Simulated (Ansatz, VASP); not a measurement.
# One calculation of ZnSe, two programs

Contents of INCAR:

```
SYSTEM = ZnSe
ALGO     = Normal         ! electronic algorithm
EDIFF    = 1E-6           ! SCF threshold, eV
EDIFFG   = -0.01          ! ionic threshold
ENCUT    = 600            ! plane-wave cutoff, eV
GGA      = PE             ! functional
IBRION   = 2              ! ionic algorithm
ISIF     = 3              ! what is computed and relaxed
ISMEAR   = 0              ! smearing method
LASPH    = .True.         ! aspherical terms in the spheres
LCHARG   = .False.        ! write CHGCAR
LREAL    = .False.        ! projectors in reciprocal space
LWAVE    = .False.        ! write WAVECAR
NELM     = 80             ! most SCF steps
NSW      = 100            ! ionic steps
PREC     = Accurate       ! precision mode
SIGMA    = 0.1            ! smearing width, eV
```

KPOINTS

```
k-points
0
Gamma
  14 14 12
  0 0 0
```

Contents of POSCAR:

```
ZnSe
1.0
    3.9490786886      0.0000000000      0.0000000000
    0.0000000000      3.9490786886      0.0000000000
    0.0000000000      0.0000000000      4.5816125563
Zn Se
1 1
Direct
    0.5000000000      0.5000000000      0.5000000000
    0.5000000000      0.5000000000      0.0000000000
```

Input for Ansatz:

```yaml
crystal:
  lattice:
    - [3.9490786886, 0.0, 0.0]
    - [0.0, 3.9490786886, 0.0]
    - [0.0, 0.0, 4.5816125563]
  atoms:
    - { symbol: Zn, position: [0.5, 0.5, 0.5] }
    - { symbol: Se, position: [0.5, 0.5, 0.0] }
basis:
  ecutwfc: 420
kpoints:
  mp_grid: { grid: [14, 14, 12] }
hamiltonian:
  xc: pbe
scf:
  occupations: { method: gaussian, width: 0.1 }
output:
  forces: true
  stress: true
  eigenvalues: true
relax:
  adjacent_minimum: "off"
  f_tol: 0.01
  max_steps: 80
  cell: { stress_tol: 0.05 }
```

Alike in both runs: task relaxation of cell and atoms; functional PBE; k mesh 14 × 14 × 12; occupations gaussian, width 0.1 eV; no spin polarisation.

|  | VASP | Ansatz |
| --- | --- | --- |
| version | VASP 6.6.1 | Ansatz 0.2.0 |
| potentials or method | VASP PAW PBE potentials, release 64 (Zn, Se), cutoff 600 eV | scalar-relativistic, plane waves, PAW |
| valence electrons in the cell | 18 | 28 |

```csv
,VASP,Ansatz,Ansatz less VASP
"gap on the k mesh at the Fermi level, each at its own relaxed structure (eV)",0.29,0.50,+0.211
relaxed volume (Å³/atom),57.56,66.55,+8.986
relaxed cell length with the largest relative difference (Å),5.108,5.495,+0.3878
```

One of these differences is far larger than is usual between the two programs; its cause wasn't traced. VASP's potentials hold 18 valence electrons a cell and Ansatz's 28, so a difference there can come from the potentials and not from the codes.

Noted on VASP's run: the volume moved by over 15 % at a fixed basis, so the end points are rough.
